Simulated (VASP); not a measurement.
Input of a VASP 6.6.1 run:

File INCAR:

```
SYSTEM = TiSi3Ni3Sn
PREC = Accurate
ENCUT = 400
EDIFF = 1E-6
ISMEAR = -1
SIGMA = 0.1982
LREAL = Auto
LASPH = .True.
NELM = 120
ALGO = Normal
ISIF = 2
LWAVE = .False.
LCHARG = .False.
GGA = PE
NBANDS = 82
ISYM = -1
GGA_COMPAT = .False.
```

Contents of KPOINTS:

```
explicit points
1
Reciprocal
  0.25000000   0.25000000   0.25000000 1
```

POSCAR

```
TiSi3Ni3Sn
1.0
    6.2479670000     -0.0655450000      0.0346490000
   -0.0655450000      6.3227860000     -0.0372930000
    0.0346490000     -0.0372930000      6.4352010000
Si Ni Sn Ti
6 6 2 2
Direct
    0.6233356734      0.9337868579      0.4030229601
    0.4310431639      0.8718354473      0.6960082746
   -0.0506594844      0.2305380447      1.0074865969
    0.9739945285      0.9469953762      0.6306715769
    0.3320598305      0.2316651000      0.3462040961
    0.1372083778      0.8654552477      0.0030837093
    0.9499737247      0.6062898240      0.7609681076
    0.5698222702      0.2675438676      0.1222379443
    0.5770570999      0.5831006619      0.4375484342
    0.8956619179      0.1320027211      0.3206445281
    0.2233162031      0.8422090150      0.3433381207
    0.1837842754      0.2586773691      0.6689058996
   -0.0323305059      0.5085560913      0.3888782653
    0.3141901006      0.4915684683      0.9614844494
    0.6942049816      0.8352556634     -0.0025970158
    0.6370621130      0.2264863385      0.6911595753
```

Potentials or basis: VASP PAW PBE potentials, release 64 (Si, Ni, Sn_d, Ti_sv).

Run with:

```bash
$ cat potpaw_PBE.64/Si/POTCAR potpaw_PBE.64/Ni/POTCAR potpaw_PBE.64/Sn_d/POTCAR potpaw_PBE.64/Ti_sv/POTCAR > POTCAR
$ mpirun -np 1 vasp_std > vasp.out
```

(1) What does it give for the largest force?

(2) What does it give for the pressure?

## Answers

(1) 2.998 eV/Å.

(2) -3.1 GPa.

Caveat: the atoms stand as in a frame of molecular dynamics.
